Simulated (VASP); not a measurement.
# BN (F-43m) in VASP: a series of runs

Aim: see how the results for BN move with the level of theory and the settings. Levels: PBE, r2SCAN. Tasks: G0W0 quasiparticle levels, dielectric tensor.

Everything below comes from runs of VASP 6.6.1. Logs are shortened: lines on timing, memory, paths and dates and some standing lists are left out, and cuts for length are marked.

### 1 The cell of the first run

Symmetry: F-43m, No. 216, cubic system. The conventional cell has a = 3.610 Å, b = 3.610 Å, c = 3.610 Å, α = 90.00°, β = 90.00°, γ = 90.00°. B (site symmetry -43m) has 4 N at 1.56 Å within 2.1 Å. Within 2.1 Å of N (site symmetry -43m) lie 4 B at 1.56 Å.

### 2 G0W0 quasiparticle levels, PBE

File POSCAR:

```
BN
1.0
    0.0000000000      1.8048254650      1.8048254650
    1.8048254650      0.0000000000      1.8048254650
    1.8048254650      1.8048254650      0.0000000000
B N
1 1
Direct
    0.0000000000      0.0000000000      0.0000000000
    0.2500000000      0.2500000000      0.2500000000
```

File INCAR.step1:

```
SYSTEM = BN
ALGO = Normal
EDIFF = 1E-8
ENCUT = 500
GGA = PE
ISMEAR = 0
LASPH = .TRUE.
LCHARG = .FALSE.
LREAL = .FALSE.
LWAVE = .TRUE.
NELM = 80
PREC = Accurate
SIGMA = 0.01
```

File INCAR.step2:

```
SYSTEM = BN
ALGO = Exact
EDIFF = 1E-8
ENCUT = 500
GGA = PE
ISMEAR = 0
ISTART = 1
LASPH = .TRUE.
LCHARG = .FALSE.
LOPTICS = .TRUE.
LREAL = .FALSE.
LWAVE = .TRUE.
NBANDS = 53
NELM = 1
PREC = Accurate
SIGMA = 0.01
```

File INCAR.step3:

```
SYSTEM = BN
ALGO = EVGW0
EDIFF = 1E-8
ENCUT = 500
ENCUTGW = 150.0
GGA = PE
ISMEAR = 0
ISTART = 1
LASPH = .TRUE.
LCHARG = .FALSE.
LREAL = .FALSE.
LWAVE = .FALSE.
NBANDS = 53
NBANDSGW = 12
NELMGW = 1
NOMEGA = 48
PREC = Accurate
PRECFOCK = Fast
SIGMA = 0.01
```

File KPOINTS:

```
k-points
0
G
  6 6 6
  0 0 0
```

Potentials or basis: VASP PAW PBE potentials, release 64 (B_GW, N_GW).

The run is started by

```sh
cat potpaw_PBE.64/B_GW/POTCAR potpaw_PBE.64/N_GW/POTCAR > POTCAR
cp INCAR.step1 INCAR
mpirun -np 1 vasp_std > vasp.out
cp INCAR.step2 INCAR
mpirun -np 1 vasp_std > vasp.out
cp INCAR.step3 INCAR
mpirun -np 1 vasp_std > vasp.out
```

OUTCAR:

```text
SYSTEM = BN
   EDIFF = 1E-8
   ENCUT = 500
   ENCUTGW = 150.0
   GGA = PE
   ISMEAR = 0
   ISTART = 1
   LASPH = .TRUE.
   LREAL = .FALSE.
   NELMGW = 1
   PREC = Accurate
   PRECFOCK = Fast

 ion  position               nearest neighbor table
   1  0.000  0.000  0.000-   2 1.56   2 1.56   2 1.56   2 1.56
   2  0.250  0.250  0.250-   1 1.56   1 1.56   1 1.56   1 1.56

  LATTYP: Found a face centered cubic cell.
 ALAT       =     3.6096509300

  Lattice vectors:

 A1 = (   0.0000000000,   1.8048254650,   1.8048254650)
 A2 = (   1.8048254650,   0.0000000000,   1.8048254650)
 A3 = (   1.8048254650,   1.8048254650,   0.0000000000)

Analysis of symmetry for initial positions (statically):
=====================================================================
 Subroutine PRICEL returns:
 Original cell was already a primitive cell.

 Routine SETGRP: Setting up the symmetry group for a
 face centered cubic supercell.

 Subroutine GETGRP returns: Found 24 space group operations
 (whereof 24 operations were pure point group operations)
 out of a pool of 48 trial point group operations.

The static configuration has the point symmetry T_d .

Analysis of symmetry for dynamics (positions and initial velocities):
=====================================================================
 Subroutine PRICEL returns:
 Original cell was already a primitive cell.

 Routine SETGRP: Setting up the symmetry group for a
 face centered cubic supercell.

 Subroutine GETGRP returns: Found 24 space group operations
 (whereof 24 operations were pure point group operations)
 out of a pool of 48 trial point group operations.

The dynamic configuration has the point symmetry T_d .

 Subroutine INISYM returns: Found 24 space group operations
 (whereof 24 operations are pure point group operations),
 and found     1 'primitive' translations

----------------------------------------------------------------------------------------

                                     Primitive cell

  volume of cell :      11.7581

  direct lattice vectors                    reciprocal lattice vectors
     0.000000000  1.804825465  1.804825465    -0.277035098  0.277035098  0.277035098
     1.804825465  0.000000000  1.804825465     0.277035098 -0.277035098  0.277035098
     1.804825465  1.804825465  0.000000000     0.277035098  0.277035098 -0.277035098

  length of vectors
     2.552408650  2.552408650  2.552408650     0.479838866  0.479838866  0.479838866

  position of ions in fractional coordinates (direct lattice)
     0.000000000  0.000000000  0.000000000
     0.250000000  0.250000000  0.250000000

  ion indices of the primitive-cell ions
   primitive index   ion index
                 1           1
                 2           2

----------------------------------------------------------------------------------------

 KPOINTS: k-points

Automatic generation of k-mesh.
 Grid dimensions read from file:
 generate k-points for:    6    6    6

 Generating k-lattice:

  Cartesian coordinates                     Fractional coordinates (reciprocal lattice)
    -0.046172516  0.046172516  0.046172516     0.166666667  0.000000000  0.000000000
     0.046172516 -0.046172516  0.046172516     0.000000000  0.166666667  0.000000000
     0.046172516  0.046172516 -0.046172516     0.000000000  0.000000000  0.166666667

  Length of vectors
     0.079973144  0.079973144  0.079973144

  Shift w.r.t. Gamma in fractional coordinates (k-lattice)
     0.000000000  0.000000000  0.000000000

 Subroutine IBZKPT returns following result:
 ===========================================

 Found     16 irreducible k-points:

 Following reciprocal coordinates:
            Coordinates               Weight
  0.000000  0.000000  0.000000      1.000000
  0.166667  0.000000  0.000000      8.000000
  0.333333  0.000000  0.000000      8.000000
  0.500000  0.000000  0.000000      4.000000
  0.166667  0.166667  0.000000      6.000000
  0.333333  0.166667  0.000000     24.000000
[... 8 lines left out ...]
 -0.333333  0.333333  0.166667     24.000000
 -0.333333  0.500000  0.166667     12.000000
   k-points           NKPTS =     16   k-points in BZ     NKDIM =    216   number of bands    NBANDS=     53
   number of dos      NEDOS =    301   number of ions     NIONS =      2
   total plane-waves  NPLWV =   8000
   dimension x,y,z NGX =    20 NGY =   20 NGZ =   20
   dimension x,y,z NGXF=    40 NGYF=   40 NGZF=   40
   ions per type =               1   1
   NGX,Y,Z   is equivalent  to a cutoff of  13.03, 13.03, 13.03 a.u.
   NGXF,Y,Z  is equivalent  to a cutoff of  26.05, 26.05, 26.05 a.u.
 SYSTEM =  BN
   PREC   = accura    normal or accurate (medium, high low for compatibility)
   ISTART =      1    job   : 0-new  1-cont  2-samecut
   ICHARG =      0    charge: 1-file 2-atom 10-const
   ISPIN  =      1    spin polarized calculation?
   LNONCOLLINEAR =      F non collinear calculations
   LSORBIT =      F    spin-orbit coupling
   LASPH  =      T    aspherical Exc in radial PAW
   ENCUT  =  500.0 eV  36.75 Ry    6.06 a.u.   4.65  4.65  4.65*2*pi/ulx,y,z
   NELM   =     60;   NELMIN=  2; NELMDL=  0     # of ELM steps
   EDIFF  = 0.1E-07   stopping-criterion for ELM
   LREAL  =      F    real-space projection
   EDIFFG = 0.1E-06   stopping-criterion for IOM
   NSW    =      0    number of steps for IOM
   IBRION =     -1    ionic relax: 0-MD 1-quasi-New 2-CG
   NFREE  =      0    steps in history (QN), initial steepest desc. (CG)
   ISIF   =      0    stress and relaxation
   ISYM   =      3    0-nonsym 1-usesym 2-fastsym
   POTIM  = 0.5000    time-step for ionic-motion
   TEBEG  =    0.0;   TEEND  =   0.0 temperature during run
   PSTRESS=    0.0 pullay stress
   NELECT =       8.0000    total number of electrons
   NUPDOWN=      -1.0000    fix difference up-down
   EMIN   =  10.00;   EMAX   =-10.00  energy-range for DOS
   EFERMI =   0.00;   METHOD = LEGACY
   ISMEAR =     0;   SIGMA  =   0.01  broadening in eV -4-tet -1-fermi 0-gaus
   EFERMI_NEDOS =   21; number of points for ismear=-14 and -15
   IALGO  =     38    algorithm
   IMIX   =      4    mixing-type and parameters
     AMIX     =   0.40;   BMIX     =  1.00
     AMIX_MAG =   1.60;   BMIX_MAG =  1.00
  volume/ion in A,a.u.               =       5.88        39.67
  Fermi-wavevector in a.u.,A,eV,Ry     =   1.439880  2.720979 28.208337  2.073254
  Thomas-Fermi vector in A             =   2.558686
   LORBIT       =      0    0 simple, 1 ext, 2 COOP (PROOUT), +10 PAW based schemes
   GGA     = PE    functional components
   LHFCALC =     T    Hartree Fock is set to
   PRECFOCK=fast      Normal, Fast or Accurate (Low or Medium for compatibility)
   ENCUT4O =  -1.0   cutoff for four orbital integrals eV
   NKREDX  =     1    reduce k-point grid by
   NKREDY  =     1    reduce k-point grid by
   NKREDZ  =     1    reduce k-point grid by
   AEXX    =    1.0000 exact exchange contribution
   HFSCREEN=    0.0000 screening length (either q_TF or 0.3 A-1)
   HFSCREENC=   0.0000 screening length for correlation (either q_TF or 0.3 A-1)
   ENCUTFOCK=  -1.0 apply spherical cutoff to Coloumb kernel
   IVDW    =     0    specifies the selected vdW correction
   LEPSILON=     F    determine dielectric tensor
   LRPA    =     F    only Hartree local field effects (RPA)
   LRPAFORCE           =     F    calculate RPA forces
   ENCUTGW             = 150.0    cutoff for response function in eV
   ENCUTGWSOFT         = 120.0    soft cutoff for Coulomb kernel in GW response function in eV
   ENCUTLF             =  -1.0    cutoff for local field effects
   NELMGW              =     1    number of iterations in solving QP/BSE equation
   NELMHF              =     1    number of iterations in the inner HF iteration
   NKREDLFX            =     1    NKREDLFY  =   1   NKREDLFZ  =   1
 non-spin polarized calculation
 Gauss-broadening in eV      SIGMA  =   0.01
  energy-cutoff  :      500.00
  volume of cell :       11.76
 maximum number of plane-waves:       310
 NGX is ok and might be reduce to    20
  NGX = 12; NGY = 12; NGZ = 12
   NGX =  9   NGY =  9   NGZ =  9
 maximum number of plane-waves:        59

 QP shifts <psi_nk| G(iteration)W_0 |psi_nk>: iteration 1
 for sc-GW calculations column KS-energies equals QP-energies in previous step
 and V_xc(KS)=  KS-energies - (<T + V_ion + V_H > + <T+V_H+V_ion>^1  + <V_x>^1)

 k-point   1 :       0.0000    0.0000    0.0000
  band No.  KS-energies  QP-energies   sigma(KS)   V_xc(KS)     V^pw_x(r,r')   Z            occupation Imag(sigma)

      1     -12.7664     -14.7522     -18.0520     -15.4971     -26.5176       0.7773       2.0000       1.4673
      2       7.5171       6.7585     -19.2193     -18.2998     -21.9092       0.8249       2.0000       0.0899
      3       7.5171       6.7585     -19.2193     -18.2998     -21.9092       0.8249       2.0000       0.0899
      4       7.5171       6.7585     -19.2193     -18.2998     -21.9092       0.8249       2.0000       0.0899
      5      16.3585      17.7235     -12.1612     -13.8009      -7.0177       0.8324       0.0000      -0.1112
      6      16.3585      17.7235     -12.1612     -13.8009      -7.0177       0.8324       0.0000      -0.1112
      7      16.3585      17.7235     -12.1612     -13.8009      -7.0177       0.8324       0.0000      -0.1112
      8      17.9365      19.1436     -13.9633     -15.4444      -8.3820       0.8150       0.0000      -0.1369
      9      32.3460      32.8685     -10.7983     -11.4569      -3.3124       0.7934       0.0000      -0.6091
     10      35.3495      36.6152     -11.8309     -13.3424      -5.4646       0.8374       0.0000      -0.5816
     11      35.3495      36.6152     -11.8309     -13.3424      -5.4646       0.8374       0.0000      -0.5816
     12      35.9536      36.5846     -10.3509     -11.1067      -3.0540       0.8348       0.0000      -0.9698

 k-point   2 :       0.1667    0.0000    0.0000
  band No.  KS-energies  QP-energies   sigma(KS)   V_xc(KS)     V^pw_x(r,r')   Z            occupation Imag(sigma)
[... 225 lines left out ...]
      1      -6.9251      -8.4595     -19.5225     -17.4809     -26.9063       0.7516       2.0000       0.6941
      2      -0.7040      -2.3020     -17.5049     -15.4654     -22.1106       0.7835       2.0000       0.2038
      3       1.2943      -0.0800     -17.5305     -15.8126     -21.4612       0.8000       2.0000       0.1521
      4       1.3344       0.0197     -16.9713     -15.3355     -20.6535       0.8037       2.0000       0.1439
      5      15.3084      16.3388     -12.6693     -13.9037      -7.8517       0.8347       0.0000      -0.1077
      6      19.5701      20.7221     -12.1701     -13.5608      -6.6699       0.8283       0.0000      -0.1325
      7      22.6632      24.2659     -13.1921     -15.2165      -6.4472       0.7917       0.0000      -0.2234
      8      24.3752      26.0736     -13.4543     -15.6215      -6.4999       0.7837       0.0000      -0.2512
      9      27.1737      28.8112     -14.1323     -16.2398      -6.8276       0.7770       0.0000      -0.3420
     10      33.4907      35.0113     -12.0092     -13.9142      -4.2245       0.7982       0.0000      -0.7561
     11      37.7926      38.8651     -11.5793     -12.8791      -4.1988       0.8251       0.0000      -0.9786
     12      40.9414      42.2698     -11.3410     -12.9550      -3.8572       0.8231       0.0000      -1.0741
```

It took 68 s on 1 thread of Intel Xeon 8259CL, shared host; peak memory 0.21 GiB.

Results:

```yaml
Quasiparticle_gap: 5.95 eV
Least_direct_quasiparticle_gap: 10.96 eV
Band_gap_of_the_starting_levels_on_the_mesh: 4.47 eV
Least_direct_gap_of_the_starting_levels_on_the_mesh: 8.84 eV
```

Caveat: the k points lie up to 0.50 Å⁻¹ apart; bands, screening cutoff and mesh are small and nothing is extrapolated, so the quasiparticle values aren't converged.

(Part 1 of 2 ends here.)
